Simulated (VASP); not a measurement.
Runs of VASP 6.6.1 on As. The structure is that of space group Fm-3m (No. 225), or close to it. The cells are those of the table. 

```csv
task,cell,k mesh,cutoff (eV),gap on the mesh (eV),pressure (GPa),relaxed volume (Å³/atom)
single point,"a = 2.999 Å, angles 60.0°, 1 atom",16 × 16 × 16,550,none,-0.1,-
single point,"a = 3.086 Å, angles 60.0°, 1 atom",8 × 8 × 8,550,none,-5.8,-
relaxation of cell and atoms,"relaxed from a = 3.086 Å, angles 60.0°, 1 atom",6 × 6 × 6,550,none,0.0,19.12
relaxation of cell and atoms,"relaxed from a = 3.117 Å, angles 122.4, 122.4, 85.8°, 1 atom",8 × 8 × 8,600,none,0.1,(b)
relaxation of cell and atoms,"relaxed from a = 3.006 Å, angles 60.0°, 1 atom",16 × 16 × 16,550,none,0.0,(a)
single point,"a = 3.006 Å, angles 60.0°, 1 atom",6 × 6 × 6,550,none,-0.3,-
```

Alike in all rows: level r2SCAN; potentials or basis VASP PAW PBE potentials, release 64 (As); no spin polarisation; smearing gaussian 0.1 eV.

Question: Fill in the values left out.

Answer: (a) 19.05; (b) 19.87.

Caveats: some runs use coarse meshes; the PAW data sets were made with another functional, which shifts forces and pressure a little.

A k mesh can miss the band edges, and the runs leave out spin-orbit coupling on As.

A gap of «none» marks levels without a gap at the run's occupations.
